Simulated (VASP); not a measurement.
# SnO2 (P4_2/mnm) in VASP: a series of runs

The runs below take SnO2 through single point, with LDA, r2SCAN.

Program: VASP 6.6.1. These are calculated values, not measurements. Logs are shortened: lines on timing, memory, paths and dates and some standing lists are left out, and cuts for length are marked.

## (1) The cell of the first run

The structure is tetragonal, space group P4_2/mnm (No. 136). Conventional cell: a = 4.760 Å, b = 4.760 Å, c = 3.200 Å, α = 90.00°, β = 90.00°, γ = 90.00°. Within 2.7 Å of Sn (site symmetry mmm) lie 6 O at 2.06 to 2.07 Å. O (site symmetry m2m) has 3 Sn at 2.06 to 2.07 Å and 1 O at 2.61 Å within 2.7 Å.

## (2) Single point, LDA

Contents of INCAR:

```
SYSTEM = SnO2
ALGO = Normal
EDIFF = 1E-6
ENCUT = 520
GGA = CA
ISIF = 2
ISMEAR = 0
LASPH = .TRUE.
LCHARG = .TRUE.
LELF = .TRUE.
LREAL = .FALSE.
LVHAR = .TRUE.
LWAVE = .FALSE.
NBANDS = 35
NELM = 60
PREC = Accurate
SIGMA = 0.01
```

Contents of KPOINTS:

```
k-points
0
G
  6 6 8
  0 0 0
```

Contents of POSCAR:

```
SnO2
1.0
    4.7604949050      0.0000000000      0.0000000000
    0.0000000000      4.7604949050      0.0000000000
    0.0000000000      0.0000000000      3.2001628095
Sn O
2 4
Direct
    0.0000000000      0.0000000000      0.0000000000
    0.5000000000      0.5000000000      0.5000000000
    0.3058809151      0.3058809151      0.0000000000
    0.1941190849      0.8058809151      0.5000000000
    0.6941190849      0.6941190849      0.0000000000
    0.8058809151      0.1941190849      0.5000000000
```

Potentials or basis: VASP PAW LDA potentials, release 64 (Sn_d, O).

On the command line:

```sh
$ cat potpaw_LDA.64/Sn_d/POTCAR potpaw_LDA.64/O/POTCAR > POTCAR
$ mpirun -np 1 vasp_std > vasp.out
```

OUTCAR:

```text
SYSTEM = SnO2
   EDIFF = 1E-6
   ENCUT = 520
   GGA = CA
   ISIF = 2
   ISMEAR = 0
   LASPH = .TRUE.
   LREAL = .FALSE.
   NELM = 60
   PREC = Accurate

 ion  position               nearest neighbor table
   1  0.000  0.000  0.000-   3 2.06   5 2.06   4 2.07   6 2.07   4 2.07   6 2.07   2 3.73   2 3.73
                             2 3.73   2 3.73   2 3.73   2 3.73   2 3.73   2 3.73
   2  0.500  0.500  0.500-   4 2.06   6 2.06   5 2.07   3 2.07   3 2.07   5 2.07   1 3.73   1 3.73
                             1 3.73   1 3.73   1 3.73   1 3.73   1 3.73   1 3.73
   3  0.306  0.306  0.000-   1 2.06   2 2.07   2 2.07
   4  0.194  0.806  0.500-   2 2.06   1 2.07   1 2.07
   5  0.694  0.694  0.000-   1 2.06   2 2.07   2 2.07
   6  0.806  0.194  0.500-   2 2.06   1 2.07   1 2.07

  LATTYP: Found a simple tetragonal cell.
 ALAT       =     4.7604949050
 C/A-ratio  =     0.6722332181

  Lattice vectors:

 A1 = (   4.7604949050,   0.0000000000,   0.0000000000)
 A2 = (   0.0000000000,   4.7604949050,   0.0000000000)
 A3 = (   0.0000000000,   0.0000000000,   3.2001628095)

Analysis of symmetry for initial positions (statically):
=====================================================================
 Subroutine PRICEL returns:
 Original cell was already a primitive cell.

 Routine SETGRP: Setting up the symmetry group for a
 simple tetragonal supercell.

 Subroutine GETGRP returns: Found 16 space group operations
 (whereof  8 operations were pure point group operations)
 out of a pool of 16 trial point group operations.

The static configuration has the point symmetry D_2h.
 The point group associated with its full space group is D_4h.

Analysis of symmetry for dynamics (positions and initial velocities):
=====================================================================
 Subroutine PRICEL returns:
 Original cell was already a primitive cell.

 Routine SETGRP: Setting up the symmetry group for a
 simple tetragonal supercell.

 Subroutine GETGRP returns: Found 16 space group operations
 (whereof  8 operations were pure point group operations)
 out of a pool of 16 trial point group operations.

The dynamic configuration has the point symmetry D_2h.
 The point group associated with its full space group is D_4h.

 Subroutine INISYM returns: Found 16 space group operations
 (whereof  8 operations are pure point group operations),
 and found     1 'primitive' translations

----------------------------------------------------------------------------------------

                                     Primitive cell

  volume of cell :      72.5231

  direct lattice vectors                    reciprocal lattice vectors
     4.760494905  0.000000000  0.000000000     0.210062193  0.000000000  0.000000000
     0.000000000  4.760494905  0.000000000     0.000000000  0.210062193  0.000000000
     0.000000000  0.000000000  3.200162810     0.000000000  0.000000000  0.312484101

  length of vectors
     4.760494905  4.760494905  3.200162810     0.210062193  0.210062193  0.312484101

  position of ions in fractional coordinates (direct lattice)
     0.000000000  0.000000000  0.000000000
     0.500000000  0.500000000  0.500000000
     0.305880915  0.305880915  0.000000000
     0.194119085  0.805880915  0.500000000
     0.694119085  0.694119085  0.000000000
     0.805880915  0.194119085  0.500000000

  ion indices of the primitive-cell ions
   primitive index   ion index
                 1           1
                 2           2
                 3           3
                 4           4
                 5           5
                 6           6

----------------------------------------------------------------------------------------

 KPOINTS: k-points

Automatic generation of k-mesh.
 Grid dimensions read from file:
 generate k-points for:    6    6    8

 Generating k-lattice:

  Cartesian coordinates                     Fractional coordinates (reciprocal lattice)
     0.035010366  0.000000000  0.000000000     0.166666667  0.000000000  0.000000000
     0.000000000  0.035010366  0.000000000     0.000000000  0.166666667  0.000000000
     0.000000000  0.000000000  0.039060513     0.000000000  0.000000000  0.125000000

  Length of vectors
     0.035010366  0.035010366  0.039060513

  Shift w.r.t. Gamma in fractional coordinates (k-lattice)
     0.000000000  0.000000000  0.000000000

 Subroutine IBZKPT returns following result:
 ===========================================

 Found     50 irreducible k-points:

 Following reciprocal coordinates:
            Coordinates               Weight
  0.000000  0.000000  0.000000      1.000000
  0.166667  0.000000  0.000000      4.000000
  0.333333  0.000000  0.000000      4.000000
  0.500000  0.000000  0.000000      2.000000
  0.166667  0.166667  0.000000      4.000000
  0.333333  0.166667  0.000000      8.000000
[... 16 lines left out ...]
  0.333333  0.000000  0.250000      8.000000
  0.500000  0.000000  0.250000      4.000000
 [... further k-points ...]
   k-points           NKPTS =     50   k-points in BZ     NKDIM =     50   number of bands    NBANDS=     35
   number of dos      NEDOS =    301   number of ions     NIONS =      6
   total plane-waves  NPLWV =  31104
   dimension x,y,z NGX =    36 NGY =   36 NGZ =   24
   dimension x,y,z NGXF=    72 NGYF=   72 NGZF=   48
   ions per type =               2   4
   NGX,Y,Z   is equivalent  to a cutoff of  12.57, 12.57, 12.47 a.u.
   NGXF,Y,Z  is equivalent  to a cutoff of  25.14, 25.14, 24.94 a.u.
 SYSTEM =  SnO2
   PREC   = accura    normal or accurate (medium, high low for compatibility)
   ISTART =      0    job   : 0-new  1-cont  2-samecut
   ICHARG =      2    charge: 1-file 2-atom 10-const
   ISPIN  =      1    spin polarized calculation?
   LNONCOLLINEAR =      F non collinear calculations
   LSORBIT =      F    spin-orbit coupling
   LASPH  =      T    aspherical Exc in radial PAW
   ENCUT  =  520.0 eV  38.22 Ry    6.18 a.u.   8.85  8.85  5.95*2*pi/ulx,y,z
   NELM   =     60;   NELMIN=  2; NELMDL= -5     # of ELM steps
   EDIFF  = 0.1E-05   stopping-criterion for ELM
   LREAL  =      F    real-space projection
   EDIFFG = 0.1E-04   stopping-criterion for IOM
   NSW    =      0    number of steps for IOM
   IBRION =     -1    ionic relax: 0-MD 1-quasi-New 2-CG
   NFREE  =      0    steps in history (QN), initial steepest desc. (CG)
   ISIF   =      2    stress and relaxation
   ISYM   =      2    0-nonsym 1-usesym 2-fastsym
   POTIM  = 0.5000    time-step for ionic-motion
   TEBEG  =    0.0;   TEEND  =   0.0 temperature during run
   PSTRESS=    0.0 pullay stress
   NELECT =      52.0000    total number of electrons
   NUPDOWN=      -1.0000    fix difference up-down
   EMIN   =  10.00;   EMAX   =-10.00  energy-range for DOS
   EFERMI =   0.00;   METHOD = LEGACY
   ISMEAR =     0;   SIGMA  =   0.01  broadening in eV -4-tet -1-fermi 0-gaus
   EFERMI_NEDOS =   21; number of points for ismear=-14 and -15
   IALGO  =     38    algorithm
   IMIX   =      4    mixing-type and parameters
     AMIX     =   0.40;   BMIX     =  1.00
     AMIX_MAG =   1.60;   BMIX_MAG =  1.00
  volume/ion in A,a.u.               =      12.09        81.57
  Fermi-wavevector in a.u.,A,eV,Ry     =   1.465268  2.768956 29.211865  2.147011
  Thomas-Fermi vector in A             =   2.581146
   LORBIT       =      0    0 simple, 1 ext, 2 COOP (PROOUT), +10 PAW based schemes
   GGA     = CA    functional components
   LHFCALC =     F    Hartree Fock is set to
   AEXX    =    0.0000 exact exchange contribution
   IVDW    =     0    specifies the selected vdW correction
   LEPSILON=     F    determine dielectric tensor
   LRPA    =     F    only Hartree local field effects (RPA)
 non-spin polarized calculation
 Gauss-broadening in eV      SIGMA  =   0.01
  energy-cutoff  :      520.00
  volume of cell :       72.52
 maximum number of plane-waves:      1992
 NGX is ok and might be reduce to    36
   NGX = 17   NGY = 17   NGZ = 11

 number of electron      52.0000001 magnetization

 Free energy of the ion-electron system (eV)
  ---------------------------------------------------
  ext. energy  EPLUGINS =         0.00000000
  ---------------------------------------------------
  free energy    TOTEN  =       -42.27347818 eV

  energy without entropy =      -42.27347818  energy(sigma->0) =      -42.27347818

 E-fermi :   5.8284     XC(G=0): -11.7292

 val. band max:        5.7077748106   @ k =   0.0000   0.0000   0.0000
 cond. band min:       6.6920360802   @ k =   0.0000   0.0000   0.0000
 fundamental gap:      0.9842612696
 Fermi energy:         5.8283651213

 k-point     1 :       0.0000    0.0000    0.0000
  band No.  band energies     occupation
      1     -15.2829      2.00000
      2     -14.5503      2.00000
      3     -14.2992      2.00000
      4     -14.2785      2.00000
      5     -14.2785      2.00000
      6     -14.1960      2.00000
[... 27 lines left out ...]
     34      17.4224      0.00000
     35      17.9420      0.00000

 k-point     2 :       0.1667    0.0000    0.0000
  band No.  band energies     occupation
      1     -15.2421      2.00000
      2     -14.5971      2.00000
      3     -14.2983      2.00000
      4     -14.2767      2.00000
      5     -14.2766      2.00000
      6     -14.2284      2.00000
[... 27 lines left out ...]
     34      17.4286      0.00000
     35      17.9117      0.00000

 k-point     3 :       0.3333    0.0000    0.0000
  band No.  band energies     occupation
      1     -15.1243      2.00000
      2     -14.7453      2.00000
      3     -14.2956      2.00000
      4     -14.2729      2.00000
      5     -14.2727      2.00000
      6     -14.2711      2.00000
[... 27 lines left out ...]
     34      17.5617      0.00000
     35      17.8549      0.00000
[... 723 lines left out ...]
 k-point    23 :       0.3333    0.0000    0.2500
  band No.  band energies     occupation
      1     -15.0136      2.00000
      2     -14.8745      2.00000
      3     -14.5566      2.00000
      4     -14.3537      2.00000
      5     -14.1889      2.00000
      6     -14.1801      2.00000
[... 27 lines left out ...]
     34      17.5491      0.00000
     35      17.7942      0.00000

 k-point    24 :       0.5000    0.0000    0.2500
  band No.  band energies     occupation
      1     -14.9645      2.00000
      2     -14.9645      2.00000
      3     -14.4410      2.00000
      4     -14.4410      2.00000
      5     -14.1833      2.00000
      6     -14.1833      2.00000
[... 27 lines left out ...]
     34      17.7374      0.00000
     35      17.9211      0.00000

 [... further k-points ...]

------------------------ aborting loop because EDIFF is reached ----------------------------------------

  FORCE on cell =-STRESS in cart. coord.  units (eV):
  Direction    XX          YY          ZZ          XY          YZ          ZX
  --------------------------------------------------------------------------------------
  -------------------------------------------------------------------------------------
  Total       -1.3262871     -1.3262871     -1.1502260     -0.0000000      0.0000000      0.0000000
  in kB      -29.3002855    -29.3002855    -25.4107504     -0.0000000      0.0000000      0.0000000
  external PRESSURE =     -28.0037738 kB  Pullay stress =       0.0000000 kB

 VOLUME and BASIS-vectors are now :
 -----------------------------------------------------------------------------
  energy-cutoff  :      520.00
  volume of cell :       72.52
      direct lattice vectors                 reciprocal lattice vectors
     4.760494905  0.000000000  0.000000000     0.210062193  0.000000000  0.000000000
     0.000000000  4.760494905  0.000000000     0.000000000  0.210062193  0.000000000
     0.000000000  0.000000000  3.200162810     0.000000000  0.000000000  0.312484101

 POSITION                                       TOTAL-FORCE (eV/Angst)
 -----------------------------------------------------------------------------------
      0.00000      0.00000      0.00000         0.000000     -0.000000      0.000000
      2.38025      2.38025      1.60008         0.000000     -0.000000      0.000000
      1.45614      1.45614      0.00000         0.038750      0.038750      0.000000
      0.92410      3.83639      1.60008        -0.038750      0.038750      0.000000
      3.30435      3.30435      0.00000        -0.038750     -0.038750     -0.000000
      3.83639      0.92410      1.60008         0.038750     -0.038750     -0.000000
 -----------------------------------------------------------------------------------
    total drift:                                0.000000      0.000000      0.000000

  FREE ENERGIE OF THE ION-ELECTRON SYSTEM (eV)
  ---------------------------------------------------
  free  energy   TOTEN  =       -42.2734781775 eV

  energy  without entropy=      -42.2734781775  energy(sigma->0) =      -42.27347818
```

Run time: 76 s. Hardware: 1 thread of Intel Xeon Platinum 8488C (Sapphire Rapids), shared host; peak memory 0.22 GiB.

What came out:

```
Free energy            : -42.2735 eV
Pressure               : -2.8 GPa
Largest force          : 0.055 eV/Å
Band gap on the k mesh : 0.98 eV
```

Forces in eV/Å, atoms in the order of the input:
```
Sn   0.000  0.000  0.000
Sn   0.000  0.000  0.000
O    0.039  0.039  0.000
O   -0.039  0.039  0.000
O   -0.039 -0.039  0.000
O    0.039 -0.039  0.000
```

Stress tensor (GPa, compression positive):
```
-2.93  0.00  0.00
 0.00 -2.93  0.00
 0.00  0.00 -2.54
```

Caveat: spin-orbit coupling is left out, which moves the levels of the heavy elements. As with any semilocal functional, this LDA gap is likely too small.

[end of part 1 of 2]
